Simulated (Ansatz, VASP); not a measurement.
**LiMo3 in VASP and in Ansatz**

```
Li Mo
1.0
    -1.88001    1.88001    4.23569
     1.88001   -1.88001    4.23569
     1.88001    1.88001   -4.23569
Li Mo
1 3
Cartesian
  0.0000 0.0000 0.0000
  0.0000 0.0000 4.2357
  1.8800 0.0000 2.1178
  0.0000 1.8800 2.1178
```

Alike in both runs: task relaxation of cell and atoms; functional PBE; k mesh 18 × 18 × 18; occupations gaussian, width 0.1 eV; no spin polarisation.

|  | VASP | Ansatz |
| --- | --- | --- |
| version | VASP 6.6.1 | Ansatz 0.2.0 |
| potentials or method | VASP PAW PBE potentials, release 64 (Li_sv, Mo_sv), cutoff 750 eV | scalar-relativistic, plane waves, PAW |
| valence electrons in the cell | 45 | 45 |

```csv
,VASP,Ansatz,Ansatz less VASP
"gap on the k mesh at the Fermi level, each at its own relaxed structure (eV)",none,none,-
relaxed volume (Å³/atom),15.00,14.97,-0.032
relaxed length of the cell vector where the two differ most in proportion (Å),5.017,5.017,+0.0001
```

A gap of «none» marks a metal or a gap that the smearing closes.
